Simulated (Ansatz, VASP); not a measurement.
Ir in VASP and in Ansatz

File INCAR:

```
SYSTEM = Ir
PREC     = Accurate       ! precision mode
ENCUT    = 560            ! plane-wave cutoff, eV
EDIFF    = 1E-6           ! SCF threshold, eV
ISMEAR   = 0              ! smearing method
SIGMA    = 0.15           ! smearing width, eV
LREAL    = .False.        ! projectors in reciprocal space
LASPH    = .True.         ! aspherical terms in the spheres
NELM     = 120            ! most SCF steps
ALGO     = Normal         ! electronic algorithm
ISIF     = 2              ! what is computed and relaxed
LWAVE    = .False.        ! write WAVECAR
LCHARG   = .False.        ! write CHGCAR
GGA      = PS             ! functional
NBANDS   = 14             ! bands
GGA_COMPAT= .False.
```

File KPOINTS:

```
regular mesh
0
Gamma
  24 24 24
  0 0 0
```

The input POSCAR:

```
Ir
1.0
    0.0000000000      1.9460005285      1.8681605073
    1.9460005285      0.0000000000      1.8681605073
    1.9460005285      1.9460005285      0.0000000000
Ir
1
Direct
    0.0000000000      0.0000000000      0.0000000000
```

Input for Ansatz:

```yaml
crystal:
  lattice:
    - [0.0, 1.9460005285, 1.8681605073]
    - [1.9460005285, 0.0, 1.8681605073]
    - [1.9460005285, 1.9460005285, 0.0]
  atoms:
    - { symbol: Ir, position: [0.0, 0.0, 0.0] }
basis:
  ecutwfc: 420
kpoints:
  mp_grid: { grid: [24, 24, 24] }
hamiltonian:
  xc: pbesol
scf:
  occupations: { method: gaussian, width: 0.15 }
output:
  forces: true
  stress: true
  eigenvalues: true
```

Alike in both runs: task single point; functional PBEsol; k mesh 24 × 24 × 24; occupations gaussian, width 0.15 eV; no spin polarisation.

```csv
,VASP,Ansatz
version,VASP 6.6.1,Ansatz 0.2.0
potentials or method,"VASP PAW PBE potentials, release 64 (Ir_sv_GW), cutoff 560 eV","scalar-relativistic, plane waves, PAW"
valence electrons in the cell,17,17
```

|  | VASP | Ansatz | Ansatz less VASP |
| --- | --- | --- | --- |
| gap on the k mesh at the Fermi level (eV) | none | none | - |
| pressure (GPa) | -4.2 | -2.3 | +1.89 |
| traceless stress, the component that is largest in VASP (GPa) | 10.08 | 10.10 | +0.024 |

VASP's potentials were made for PBE, not for PBEsol. A gap of «none» marks a metal or a gap that the smearing closes.

Spin-orbit coupling is off throughout.
